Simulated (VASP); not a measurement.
# Re (P6_3/mmc) in VASP: a series of runs

The runs below take Re through single point, relaxation of cell and atoms, with PBE.

All numbers are computed with VASP 6.6.1; they aren't measurements. Logs are shortened: lines on timing, memory, paths and dates and some standing lists are left out, and cuts for length are marked.

## (1) The cell of the first run

The structure is hexagonal, space group P6_3/mmc (No. 194). Conventional cell: a = 2.775 Å, b = 2.775 Å, c = 4.484 Å, α = 90.00°, β = 90.00°, γ = 120.00°. Re (site symmetry -6m2) has 12 Re at 2.76 to 2.77 Å within 3.6 Å.

## (2) Single point, PBE

Input file INCAR:

```
PREC = Accurate
ENCUT = 520
EDIFF = 1E-7
ISMEAR = 0
SIGMA = 0.1
LREAL = F
LASPH = T
NELM = 80
ALGO = Normal
ISIF = 2
LWAVE = F
LCHARG = F
GGA = PE
NBANDS = 14
```

Input file KPOINTS:

```
regular mesh
0
Gamma
  18 18 10
```

Input file POSCAR:

```
Re
1.0
    2.7748870826      0.0000000000      0.0000000000
   -1.3874435413      2.4031227061      0.0000000000
    0.0000000000      0.0000000000      4.4841279375
Re
2
Direct
    0.3333333333      0.6666666667      0.2500000000
    0.6666666667      0.3333333333      0.7500000000
```

Potentials or basis: VASP PAW PBE potentials, release 64 (Re).

Launch:

```sh
$ cat potpaw_PBE.64/Re/POTCAR > POTCAR
$ mpirun -np 1 vasp_std > vasp.out
```

OUTCAR:

```text
PREC = Accurate
   ENCUT = 520
   EDIFF = 1E-7
   ISMEAR = 0
   LREAL = F
   LASPH = T
   NELM = 80
   ISIF = 2
   GGA = PE

 ion  position               nearest neighbor table
   1  0.333  0.667  0.250-   2 2.76   2 2.76   2 2.76   2 2.76   2 2.76   2 2.76
   2  0.667  0.333  0.750-   1 2.76   1 2.76   1 2.76   1 2.76   1 2.76   1 2.76

  LATTYP: Found a hexagonal cell.
 ALAT       =     2.7748870826
 C/A-ratio  =     1.6159677147

  Lattice vectors:

 A1 = (   2.7748870826,   0.0000000000,   0.0000000000)
 A2 = (  -1.3874435413,   2.4031227061,   0.0000000000)
 A3 = (   0.0000000000,   0.0000000000,   4.4841279375)

Analysis of symmetry for initial positions (statically):
=====================================================================
 Subroutine PRICEL returns:
 Original cell was already a primitive cell.

 Routine SETGRP: Setting up the symmetry group for a
 hexagonal supercell.

 Subroutine GETGRP returns: Found 24 space group operations
 (whereof 12 operations were pure point group operations)
 out of a pool of 24 trial point group operations.

The static configuration has the point symmetry D_3d.
 The point group associated with its full space group is D_6h.

Analysis of symmetry for dynamics (positions and initial velocities):
=====================================================================
 Subroutine PRICEL returns:
 Original cell was already a primitive cell.

 Routine SETGRP: Setting up the symmetry group for a
 hexagonal supercell.

 Subroutine GETGRP returns: Found 24 space group operations
 (whereof 12 operations were pure point group operations)
 out of a pool of 24 trial point group operations.

The dynamic configuration has the point symmetry D_3d.
 The point group associated with its full space group is D_6h.

 Subroutine INISYM returns: Found 24 space group operations
 (whereof 12 operations are pure point group operations),
 and found     1 'primitive' translations

----------------------------------------------------------------------------------------

                                     Primitive cell

  volume of cell :      29.9019

  direct lattice vectors                    reciprocal lattice vectors
     2.774887083  0.000000000  0.000000000     0.360375024  0.208062617  0.000000000
    -1.387443541  2.403122706  0.000000000     0.000000000  0.416125235  0.000000000
     0.000000000  0.000000000  4.484127938     0.000000000  0.000000000  0.223008802

  length of vectors
     2.774887083  2.774887083  4.484127938     0.416125235  0.416125235  0.223008802

  position of ions in fractional coordinates (direct lattice)
     0.333333333  0.666666667  0.250000000
     0.666666667  0.333333333  0.750000000

  ion indices of the primitive-cell ions
   primitive index   ion index
                 1           1
                 2           2

----------------------------------------------------------------------------------------

 KPOINTS: regular mesh

Automatic generation of k-mesh.
 Grid dimensions read from file:
 generate k-points for:   18   18   10

 Generating k-lattice:

  Cartesian coordinates                     Fractional coordinates (reciprocal lattice)
     0.020020835  0.011559034  0.000000000     0.055555556  0.000000000  0.000000000
     0.000000000  0.023118069  0.000000000     0.000000000  0.055555556  0.000000000
     0.000000000  0.000000000  0.022300880     0.000000000  0.000000000  0.100000000

  Length of vectors
     0.023118069  0.023118069  0.022300880

  Shift w.r.t. Gamma in fractional coordinates (k-lattice)
     0.000000000  0.000000000  0.000000000

 Subroutine IBZKPT returns following result:
 ===========================================

 Found    222 irreducible k-points:

 Following reciprocal coordinates:
            Coordinates               Weight
  0.000000  0.000000  0.000000      1.000000
  0.055556  0.000000  0.000000      6.000000
  0.111111  0.000000  0.000000      6.000000
  0.166667  0.000000  0.000000      6.000000
  0.222222  0.000000  0.000000      6.000000
  0.277778  0.000000  0.000000      6.000000
[... 16 lines left out ...]
  0.333333  0.111111  0.000000     12.000000
  0.388889  0.111111  0.000000     12.000000
 [... further k-points ...]
   k-points           NKPTS =    222   k-points in BZ     NKDIM =    222   number of bands    NBANDS=     14
   number of dos      NEDOS =    301   number of ions     NIONS =      2
   total plane-waves  NPLWV =  20736
   dimension x,y,z NGX =    24 NGY =   24 NGZ =   36
   dimension x,y,z NGXF=    48 NGYF=   48 NGZF=   72
   ions per type =               2
   NGX,Y,Z   is equivalent  to a cutoff of  14.38, 14.38, 13.35 a.u.
   NGXF,Y,Z  is equivalent  to a cutoff of  28.76, 28.76, 26.69 a.u.
 SYSTEM =  unknown system
   PREC   = accura    normal or accurate (medium, high low for compatibility)
   ISTART =      0    job   : 0-new  1-cont  2-samecut
   ICHARG =      2    charge: 1-file 2-atom 10-const
   ISPIN  =      1    spin polarized calculation?
   LNONCOLLINEAR =      F non collinear calculations
   LSORBIT =      F    spin-orbit coupling
   LASPH  =      T    aspherical Exc in radial PAW
   ENCUT  =  520.0 eV  38.22 Ry    6.18 a.u.   5.16  5.16  8.34*2*pi/ulx,y,z
   NELM   =     80;   NELMIN=  2; NELMDL= -5     # of ELM steps
   EDIFF  = 0.1E-06   stopping-criterion for ELM
   LREAL  =      F    real-space projection
   EDIFFG = 0.1E-05   stopping-criterion for IOM
   NSW    =      0    number of steps for IOM
   IBRION =     -1    ionic relax: 0-MD 1-quasi-New 2-CG
   NFREE  =      0    steps in history (QN), initial steepest desc. (CG)
   ISIF   =      2    stress and relaxation
   ISYM   =      2    0-nonsym 1-usesym 2-fastsym
   POTIM  = 0.5000    time-step for ionic-motion
   TEBEG  =    0.0;   TEEND  =   0.0 temperature during run
   PSTRESS=    0.0 pullay stress
   NELECT =      14.0000    total number of electrons
   NUPDOWN=      -1.0000    fix difference up-down
   EMIN   =  10.00;   EMAX   =-10.00  energy-range for DOS
   EFERMI =   0.00;   METHOD = LEGACY
   ISMEAR =     0;   SIGMA  =   0.10  broadening in eV -4-tet -1-fermi 0-gaus
   EFERMI_NEDOS =   21; number of points for ismear=-14 and -15
   IALGO  =     38    algorithm
   IMIX   =      4    mixing-type and parameters
     AMIX     =   0.40;   BMIX     =  1.00
     AMIX_MAG =   1.60;   BMIX_MAG =  1.00
  volume/ion in A,a.u.               =      14.95       100.89
  Fermi-wavevector in a.u.,A,eV,Ry     =   1.271211  2.402241 21.986719  1.615978
  Thomas-Fermi vector in A             =   2.404157
   LORBIT       =      0    0 simple, 1 ext, 2 COOP (PROOUT), +10 PAW based schemes
   GGA     = PE    functional components
   LHFCALC =     F    Hartree Fock is set to
   AEXX    =    0.0000 exact exchange contribution
   IVDW    =     0    specifies the selected vdW correction
   LEPSILON=     F    determine dielectric tensor
   LRPA    =     F    only Hartree local field effects (RPA)
 non-spin polarized calculation
 Gauss-broadening in eV      SIGMA  =   0.10
  energy-cutoff  :      520.00
  volume of cell :       29.90
 maximum number of plane-waves:       817
 NGX is ok and might be reduce to    24
   NGX = 11   NGY = 11   NGZ = 17

 number of electron      14.0000000 magnetization

 Free energy of the ion-electron system (eV)
  ---------------------------------------------------
  ext. energy  EPLUGINS =         0.00000000
  ---------------------------------------------------
  free energy    TOTEN  =       -24.85450458 eV

  energy without entropy =      -24.84611555  energy(sigma->0) =      -24.85031006

 E-fermi :   7.6736     XC(G=0): -13.6426

 val. band max:        7.6683673801   @ k =   0.1667   0.0556   0.1000
 cond. band min:       7.6807994244   @ k =   0.3333   0.1667   0.4000
 fundamental gap:      0.0124320443
 Fermi energy:         7.6736408531

 k-point     1 :       0.0000    0.0000    0.0000
  band No.  band energies     occupation
      1      -2.0670      2.00000
      2       1.1818      2.00000
      3       6.1411      2.00000
      4       6.1524      2.00000
      5       6.1524      2.00000
      6       6.9653      2.00000
      7       6.9653      2.00000
      8       7.8805      0.00344
      9       7.8805      0.00344
     10       8.2667      0.00000
     11      10.9781      0.00000
     12      10.9781      0.00000
     13      17.4852      0.00000
     14      21.8190      0.00000

 k-point     2 :       0.0556    0.0000    0.0000
  band No.  band energies     occupation
      1      -1.9424      2.00000
      2       1.2994      2.00000
      3       5.7904      2.00000
      4       6.2658      2.00000
      5       6.4615      2.00000
      6       6.8756      2.00000
      7       7.0725      2.00000
      8       7.6185      1.56445
      9       7.7838      0.11914
     10       7.9631      0.00004
     11      11.0432      0.00000
     12      11.5514      0.00000
     13      17.4781      0.00000
     14      22.0956      0.00000

 k-point     3 :       0.1111    0.0000    0.0000
  band No.  band energies     occupation
      1      -1.5789      2.00000
      2       1.6304      2.00000
      3       5.3737      2.00000
      4       6.5794      2.00000
      5       6.6026      2.00000
      6       6.7135      2.00000
      7       6.8605      2.00000
      8       7.3897      1.99994
      9       7.5297      1.95822
     10       7.7354      0.38208
     11      11.2058      0.00000
     12      12.7192      0.00000
     13      17.4308      0.00000
     14      22.8564      0.00000
[... 324 lines left out ...]
 k-point    23 :       0.3333    0.1111    0.0000
  band No.  band energies     occupation
      1       1.9752      2.00000
      2       2.5126      2.00000
      3       2.9347      2.00000
      4       5.0173      2.00000
      5       5.6829      2.00000
      6       6.5571      2.00000
      7       6.7393      2.00000
      8       9.9064      0.00000
      9      10.9341      0.00000
     10      11.6537      0.00000
     11      12.2201      0.00000
     12      17.0561      0.00000
     13      17.6424      0.00000
     14      19.6437      0.00000

 k-point    24 :       0.3889    0.1111    0.0000
  band No.  band energies     occupation
      1       2.2025      2.00000
      2       2.3463      2.00000
      3       2.6738      2.00000
      4       5.4214      2.00000
      5       5.6567      2.00000
      6       6.3319      2.00000
      7       7.0683      2.00000
      8      10.8155      0.00000
      9      11.4023      0.00000
     10      11.6725      0.00000
     11      13.1941      0.00000
     12      15.9267      0.00000
     13      17.6941      0.00000
     14      18.8020      0.00000

 [... further k-points ...]

------------------------ aborting loop because EDIFF is reached ----------------------------------------

  FORCE on cell =-STRESS in cart. coord.  units (eV):
  Direction    XX          YY          ZZ          XY          YZ          ZX
  --------------------------------------------------------------------------------------
  -------------------------------------------------------------------------------------
  Total       -0.0931917     -0.0931917     -0.1210257      0.0000000      0.0000000      0.0000000
  in kB       -4.9933098     -4.9933098     -6.4846838      0.0000000      0.0000000      0.0000000
  external PRESSURE =      -5.4904345 kB  Pullay stress =       0.0000000 kB

 VOLUME and BASIS-vectors are now :
 -----------------------------------------------------------------------------
  energy-cutoff  :      520.00
  volume of cell :       29.90
      direct lattice vectors                 reciprocal lattice vectors
     2.774887083  0.000000000  0.000000000     0.360375024  0.208062617  0.000000000
    -1.387443541  2.403122706  0.000000000     0.000000000  0.416125235  0.000000000
     0.000000000  0.000000000  4.484127938     0.000000000  0.000000000  0.223008802

 POSITION                                       TOTAL-FORCE (eV/Angst)
 -----------------------------------------------------------------------------------
     -0.00000      1.60208      1.12103        -0.000000      0.000000      0.000000
      1.38744      0.80104      3.36310         0.000000      0.000000      0.000000
 -----------------------------------------------------------------------------------
    total drift:                               -0.000000      0.000000     -0.000000

  FREE ENERGIE OF THE ION-ELECTRON SYSTEM (eV)
  ---------------------------------------------------
  free  energy   TOTEN  =       -24.8545045803 eV

  energy  without entropy=      -24.8461155484  energy(sigma->0) =      -24.85031006
```

Run time: 2.4 min. Hardware: 1 thread of Intel Xeon 8259CL, shared host; peak memory 0.22 GiB.

What came out:

```yaml
Free_energy: -24.8545 eV
Pressure: -0.5 GPa
Band_gap_on_the_k_mesh: zero (bands 7 and 8 overlap by 3.08 eV)
```

Caveat: spin-orbit coupling is left out, which moves the levels of the heavy elements.

## (3) Single point, PBE

Input file INCAR:

```
PREC = Accurate
ENCUT = 520
EDIFF = 1E-6
ISMEAR = -1
SIGMA = 0.15
LREAL = F
LASPH = T
NELM = 60
ALGO = Fast
ISIF = 2
LWAVE = F
LCHARG = T
GGA = PE
LELF = T
LVHAR = T
NBANDS = 14
```

KPOINTS is that of step 2.

Input file POSCAR:

```
Re
1.0
    2.7780885543      0.0000000000      0.0000000000
   -1.3890442771      2.4058952619      0.0000000000
    0.0000000000      0.0000000000      4.4781976260
Re
2
Direct
    0.3333333333      0.6666666667      0.2500000000
    0.6666666667      0.3333333333      0.7500000000
```

Potentials or basis: VASP PAW PBE potentials, release 64 (Re).

Launch:

```sh
$ cat potpaw_PBE.64/Re/POTCAR > POTCAR
$ mpirun -np 1 vasp_std > vasp.out
```

OUTCAR:

```text
PREC = Accurate
   ENCUT = 520
   EDIFF = 1E-6
   ISMEAR = -1
   LREAL = F
   LASPH = T
   NELM = 60
   ISIF = 2
   GGA = PE

 ion  position               nearest neighbor table
   1  0.333  0.667  0.250-   2 2.75   2 2.75   2 2.75   2 2.75   2 2.75   2 2.75
   2  0.667  0.333  0.750-   1 2.75   1 2.75   1 2.75   1 2.75   1 2.75   1 2.75

  LATTYP: Found a hexagonal cell.
 ALAT       =     2.7780885543
 C/A-ratio  =     1.6119707988

  Lattice vectors:

[... 597 lines left out ...]

------------------------ aborting loop because EDIFF is reached ----------------------------------------

  FORCE on cell =-STRESS in cart. coord.  units (eV):
  Direction    XX          YY          ZZ          XY          YZ          ZX
  --------------------------------------------------------------------------------------
  -------------------------------------------------------------------------------------
  Total       -0.0770614     -0.0770614     -0.1105515     -0.0000000      0.0000000     -0.0000000
  in kB       -4.1249738     -4.1249738     -5.9176499     -0.0000000      0.0000000     -0.0000000
  external PRESSURE =      -4.7225325 kB  Pullay stress =       0.0000000 kB

 VOLUME and BASIS-vectors are now :
 -----------------------------------------------------------------------------
  energy-cutoff  :      520.00
  volume of cell :       29.93
      direct lattice vectors                 reciprocal lattice vectors
     2.778088554  0.000000000  0.000000000     0.359959728  0.207822846  0.000000000
    -1.389044277  2.405895262  0.000000000     0.000000000  0.415645692  0.000000000
     0.000000000  0.000000000  4.478197626     0.000000000  0.000000000  0.223304124

 POSITION                                       TOTAL-FORCE (eV/Angst)
 -----------------------------------------------------------------------------------
     -0.00000      1.60393      1.11955        -0.000000      0.000000      0.000000
      1.38904      0.80197      3.35865         0.000000     -0.000000      0.000000
 -----------------------------------------------------------------------------------
    total drift:                               -0.000000      0.000000     -0.000000

  FREE ENERGIE OF THE ION-ELECTRON SYSTEM (eV)
  ---------------------------------------------------
  free  energy   TOTEN  =       -24.9135874436 eV

  energy  without entropy=      -24.7854956268  energy(sigma->0) =      -24.84954154
```

stdout:

```text
POSCAR found type information on POSCAR Re
 POSCAR found :  1 types and       2 ions
 scaLAPACK will be used
 LDA part: xc-table for (Slater+PW92), standard interpolation
 POSCAR, INCAR and KPOINTS ok, starting setup
 FFT: planning ... GRIDC
 FFT: planning ... GRID_SOFT
 FFT: planning ... GRID
 WAVECAR not read
 entering main loop
```

It took 2.2 min on 1 thread of Intel Xeon 8259CL, shared host; peak memory 0.22 GiB.

Results:

| Property | Result |
| --- | --- |
| Free energy | -24.9136 eV |
| Pressure | -0.5 GPa |
| Band gap on the k mesh | zero (bands 7 and 8 overlap by 3.08 eV) |

Caveat: spin-orbit coupling is left out, which moves the levels of the heavy elements.

## (4) Relaxation of cell and atoms, PBE

Input file INCAR:

```
PREC     = Accurate       # precision mode
ENCUT    = 600            # plane-wave cutoff, eV
EDIFF    = 1E-7           # SCF threshold, eV
ISMEAR   = -1             # smearing method
SIGMA    = 0.15           # smearing width, eV
LREAL    = False          # projectors in reciprocal space
LASPH    = True           # aspherical terms in the spheres
NELM     = 60             # most SCF steps
ALGO     = Fast           # electronic algorithm
ISIF     = 3              # what is computed and relaxed
LWAVE    = False          # write WAVECAR
LCHARG   = False          # write CHGCAR
GGA      = PE             # functional
IBRION   = 2              # ionic algorithm
NSW      = 80             # ionic steps
EDIFFG   = -0.001         # ionic threshold
```

Input file KPOINTS:

```
Automatic mesh
0
Gamma
  18 18 10
```

Input file POSCAR:

```
Re
1.0
    2.7748870826      0.0000000000      0.0000000000
   -1.3874435413      2.4031227061      0.0000000000
    0.0000000000      0.0000000000      4.4841279375
Re
2
Direct
    0.3333333333      0.6666666667      0.2500000000
    0.6666666667      0.3333333333      0.7500000000
```

Launch:

```sh
$ cat potpaw_PBE.64/Re/POTCAR > POTCAR
$ mpirun -np 1 vasp_std > vasp.out
```

Run time: 5.8 min. Hardware: 1 thread of Intel Xeon 8259CL, shared host; peak memory 0.24 GiB.

Results (log left out):

```yaml
Free_energy: -24.9158 eV
Relaxed_volume: 14.95 Å³/atom
Relaxed_cell: a = 2.777 Å, b = 2.777 Å, c = 4.475 Å, α = 90.00°, β = 90.00°, γ = 120.00°
Space_group_after_relaxing_to_0.1_Å: P6_3/mmc (No. 194)
Energy_gained_by_relaxing: 0.1 meV/atom
Ionic_steps: 5
Pressure_after_relaxing: 0.0 GPa
Band_gap_on_the_k_mesh: zero (bands 7 and 8 overlap by 3.09 eV)
```

The path:
```tsv
step	energy change (eV)	largest force (eV/Å)	pressure (GPa)	volume (Å³)
1	0.0000	0.0000	-0.04	29.90
2	0.0000	0.0000	0.19	29.88
3	-0.0002	0.0000	0.07	29.89
4	-0.0002	0.0000	-0.26	29.92
5	-0.0002	0.0000	-0.01	29.90
```

Final structure:
```yaml
crystal:
  lattice:
    - [2.77741, 0.00000, 0.00000]
    - [-1.38871, 2.40531, 0.00000]
    - [0.00000, 0.00000, 4.47530]
  atoms:
    - { symbol: Re, position: [0.33333, 0.66667, 0.25000] }
    - { symbol: Re, position: [0.66667, 0.33333, 0.75000] }
```

Levels at points of the mesh, in eV from the Fermi level:
```tsv
k point	band 5	band 6	band 7	band 8	band 9	band 10
(0.00, 0.00, 0.00)	-1.52	-0.73	-0.73	0.16	0.16	0.60
(0.50, 0.00, 0.00)	-1.75	-1.34	-0.59	3.84	4.27	4.36
(0.00, 0.00, 0.50)	-1.69	-1.69	-1.69	-1.69	2.48	2.48
(0.50, 0.00, 0.50)	0.37	0.37	0.88	0.88	4.14	4.30
```

Caveat: spin-orbit coupling is left out, which moves the levels of the heavy elements.

## (5) Overview

```tsv
task	cell	cutoff (eV)	smearing	gap on the mesh (eV)	pressure (GPa)
single point	a = 2.775, b = 2.775, c = 4.484 Å, angles 90.0, 90.0, 120.0°, 2 atoms	520	gaussian 0.1 eV	none	-0.5
single point	a = 2.778, b = 2.778, c = 4.478 Å, angles 90.0, 90.0, 120.0°, 2 atoms	520	fermi-dirac 0.15 eV	none	-0.5
relaxation of cell and atoms	relaxed from a = 2.775, b = 2.775, c = 4.484 Å, angles 90.0, 90.0, 120.0°, 2 atoms	600	fermi-dirac 0.15 eV	none	0.0
```

Alike in all rows: level PBE; potentials or basis VASP PAW PBE potentials, release 64 (Re); no spin polarisation; k mesh 18 × 18 × 10.

Caveats: spin-orbit coupling is left out, which moves the levels of the heavy elements.

Total energies depend on the potentials used, so only differences within one code and one set of settings carry meaning.
